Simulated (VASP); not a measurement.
Set up this calculation in VASP 6.6.1, as the native input.

* Task: single point
* Functional: r2SCAN
* Potentials or basis: VASP PAW PBE potentials, release 64 (Mn_pv, O)
* Cutoff: 520 eV
* k mesh: 15 × 15 × 8
* Occupations: gaussian, width 0.1 eV
* Spin: collinear spin, ferromagnetic start
* Starting moments: [4.46, 4.46, 0.23, 0.23] μB
* Dipole correction: no
* Further INCAR settings: ALGO = Normal; EDIFF = 1e-07; NBANDS = 31

MnO:

```xyz
4
Lattice="3.4263 0.0000 0.0000 -1.7132 2.9673 0.0000 0.0000 0.0000 5.3233" Properties=species:S:1:pos:R:3 pbc="T T T"
Mn    0.0000    1.9782   -0.0131
Mn    1.7132    0.9891    2.6485
O     0.0000    1.9782    2.0702
O     1.7132    0.9891    4.7319
```

One way to write it, as run:

POSCAR

```
MnO
1.0
    3.4263475001      0.0000000000      0.0000000000
   -1.7131737500      2.9673039773      0.0000000000
    0.0000000000      0.0000000000      5.3233226067
Mn O
2 2
Direct
    0.3333333333      0.6666666667     -0.0024684623
    0.6666666667      0.3333333333      0.4975315377
    0.3333333333      0.6666666667      0.3888984623
    0.6666666667      0.3333333333      0.8888984623
```

INCAR.step1

```
SYSTEM = MnO
PREC = Accurate
ENCUT = 520
ISMEAR = 0
SIGMA = 0.1
LREAL = .False.
LASPH = .True.
NELM = 150
ISPIN = 2
MAGMOM = 4.46 4.46 0.23 0.23
LMAXMIX = 4
NBANDS = 31
GGA = PE
ALGO = Normal
EDIFF = 1E-4
LWAVE = .True.
LCHARG = .False.
```

INCAR.step2

```
SYSTEM = MnO
PREC = Accurate
ENCUT = 520
EDIFF = 1E-7
ISMEAR = 0
SIGMA = 0.1
LREAL = .False.
LASPH = .True.
NELM = 150
ALGO = Normal
ISIF = 2
LWAVE = .False.
LCHARG = .False.
ISPIN = 2
MAGMOM = 4.46 4.46 0.23 0.23
LORBIT = 11
LMAXMIX = 4
METAGGA = R2SCAN
LMIXTAU = .True.
NBANDS = 31
ISTART = 1
```

KPOINTS

```
regular mesh
0
Gamma
  15 15 8
  0 0 0
```

Potentials or basis: VASP PAW PBE potentials, release 64 (Mn_pv, O).

Command:

```sh
$ cat potpaw_PBE.64/Mn_pv/POTCAR potpaw_PBE.64/O/POTCAR > POTCAR
$ cp INCAR.step1 INCAR
$ mpirun -np 1 vasp_std > vasp.out
$ cp INCAR.step2 INCAR
$ mpirun -np 1 vasp_std > vasp.out
```

It gave:

The pressure is 0.5 GPa, the largest force is 0.004 eV/Å and the band gap on the k mesh is zero (filled and empty bands overlap). The net moment is 10.00 μB per cell, the site moments are Mn +4.50; O +0.19 μB and the valence electrons inside the program's atomic spheres are Mn 11.39; O 5.04.

Caveat: the PAW data sets were made with another functional, which shifts forces and pressure a little; semilocal functionals often make such compounds metallic where correlation or magnetic order opens a gap, which also shifts bond lengths; the run started ferromagnetic, and an antiferromagnetic order may lie lower in energy.

Run time: 54 min on 1 thread of Oxide Virtual Turin-like Processor (shared host), peak memory 0.4 GiB.
